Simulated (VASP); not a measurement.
Wanted: the native input for a VASP 6.6.1 run.

```yaml
Task: single point
Functional: LDA
Potentials_or_basis: VASP PAW LDA potentials, release 64 (S)
Cutoff: 520 eV
k_mesh: 13 × 13 × 13
Occupations: fermi-dirac, width 0.05 eV
Spin: no spin polarisation
Dipole_correction: no
Further_INCAR_settings: ALGO = Normal; EDIFF = 1e-07; NBANDS = 13
```

The structure of S lies in POSCAR:

```
S
1.0
    0.0000000000      2.5595206534      2.5595206534
    2.5595206534      0.0000000000      2.5595206534
    2.5595206534      2.5595206534      0.0000000000
S
2
Direct
   -0.1250000000     -0.1250000000     -0.1250000000
    0.1250000000      0.1250000000      0.1250000000
```

This cell differs from its parent crystal: volume scaled by 0.75.

These files were run (other wordings do the same):

INCAR

```
  ALGO = Normal
  EDIFF = 1E-7
  ENCUT = 520
  GGA = CA
  ISIF = 2
  ISMEAR = -1
  LASPH = T
  LCHARG = F
  LREAL = F
  LWAVE = F
  NBANDS = 13
  NELM = 100
  PREC = Accurate
  SIGMA = 0.05
```

KPOINTS

```
k-points
0
Gamma
  13 13 13
```

Potentials or basis: VASP PAW LDA potentials, release 64 (S).

Command:

```console
$ cat potpaw_LDA.64/S/POTCAR > POTCAR
$ mpirun -np 1 vasp_std > vasp.out
```

It gave:

| Property | Result |
| --- | --- |
| Pressure | 23.3 GPa |
| Band gap on the k mesh | zero (band 6 reaches 8.86 eV, above the bottom of band 7 at 6.04 eV) |

Run time: 79 s on 1 thread of AMD EPYC 7R13, on a shared host, peak memory 0.12 GiB.
